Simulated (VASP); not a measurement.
Si, 2 atoms in the cell. It takes space group P6_3/mmc (No. 194, hexagonal). Conventional cell: a = 2.690 Å, b = 2.690 Å, c = 4.573 Å, α = 90.00°, β = 90.00°, γ = 120.00°. Within 3.5 Å of Si (site symmetry -6m2) lie 12 Si at 2.69 to 2.76 Å. This isn't the form of Si at room conditions, which is diamond.

```yaml
Program: VASP 6.6.1
Task: single point
Functional: PBE
Potentials_or_basis: VASP PAW PBE potentials, release 64 (Si)
Cutoff: 520 eV
k_mesh: 15 × 15 × 8
Occupations: fermi-dirac, width 0.05 eV
Spin: no spin polarisation
Dipole_correction: no
k_mesh_for_the_DOS: 23 × 23 × 12
Occupations_for_the_DOS: tetrahedron
Further_INCAR_settings: ALGO = Normal; EDIFF = 1e-07
```

Potentials or basis: VASP PAW PBE potentials, release 64 (Si).

Command:

```sh
$ cat potpaw_PBE.64/Si/POTCAR > POTCAR
$ cp INCAR.step1 INCAR
$ cp KPOINTS.step1 KPOINTS
$ mpirun -np 1 vasp_std > vasp.out
$ cp INCAR.step2 INCAR
$ cp KPOINTS.step2 KPOINTS
$ mpirun -np 1 vasp_std > vasp.out
```

Hardware: 1 thread of Intel Xeon 8259CL, with other jobs on the host.

Task: How long does it take, and how much memory?

Result: Wall time 100 s on 1 thread of Intel Xeon 8259CL, with other jobs on the host, peak memory 0.19 GiB. Counts: k points 392.
